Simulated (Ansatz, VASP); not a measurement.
**Two plane-wave programs on SiC5**

```
C Si
1.0
     2.75802    0.00000    0.00000
    -1.37901    2.38852    0.00000
     0.00000    0.00000    6.84601
C Si
5 1
Cartesian
  0.0000 0.0000 -0.1980
  1.3790 0.7962 4.5845
  0.0000 1.5923 2.5136
  1.3790 0.7962 6.1344
  0.0000 1.5923 4.0617
  0.0000 0.0000 1.7303
```

Alike in both runs: task single point; functional PBE; k mesh 9 × 9 × 4; no spin polarisation.

|  | VASP | Ansatz |
| --- | --- | --- |
| version | VASP 6.6.1 | Ansatz 0.2.0 |
| potentials or method | VASP PAW PBE potentials, release 64 (C, Si) | plane waves, PAW |
| plane-wave cutoff (eV) | 520 | 420 |
| occupations | gaussian, width 0.01 eV | fixed |
| valence electrons in the cell | 24 | 24 |

```tsv
	VASP	Ansatz	Ansatz less VASP
gap on the k mesh at the Fermi level (eV)	1.40	1.41	+0.009
pressure (GPa)	-8.8	-8.9	-0.10
traceless stress, the component that is largest in VASP (GPa)	-0.95	-0.89	+0.058
rms of the force components (eV/Å)	0.092	0.089	-0.0033
```

Atom by atom the forces differ by 0.013 eV/Å (rms over components).
